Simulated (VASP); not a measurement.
Here is a VASP 6.6.1 calculation.

INCAR

```
PREC = Accurate
ENCUT = 520
EDIFF = 1E-6
ISMEAR = -1
SIGMA = 0.05
LREAL = False
LASPH = True
NELM = 150
ALGO = Normal
ISIF = 2
LWAVE = False
LCHARG = True
ISPIN = 2
MAGMOM = 1 0
LORBIT = 11
LMAXMIX = 4
GGA = CA
LELF = True
LVHAR = True
NBANDS = 18
```

File KPOINTS:

```
Automatic mesh
0
Gamma
  9 9 9
```

Contents of POSCAR:

```
AlNi
1.0
    2.9189122424      0.0000000000      0.0000000000
    0.0000000000      2.9189122424      0.0000000000
    0.0000000000      0.0000000000      2.9189122424
Ni Al
1 1
Direct
    0.5000000000      0.5000000000      0.5000000000
    0.0000000000      0.0000000000      0.0000000000
```

Potentials or basis: VASP PAW LDA potentials, release 64 (Ni, Al).

Run with:

```console
$ cat potpaw_LDA.64/Ni/POTCAR potpaw_LDA.64/Al/POTCAR > POTCAR
$ mpirun -np 1 vasp_std > vasp.out
```

Question: What does it give for the pressure?

Answer: -13.6 GPa.

Question: Predict the net moment.

Answer: 0.00 μB per cell.
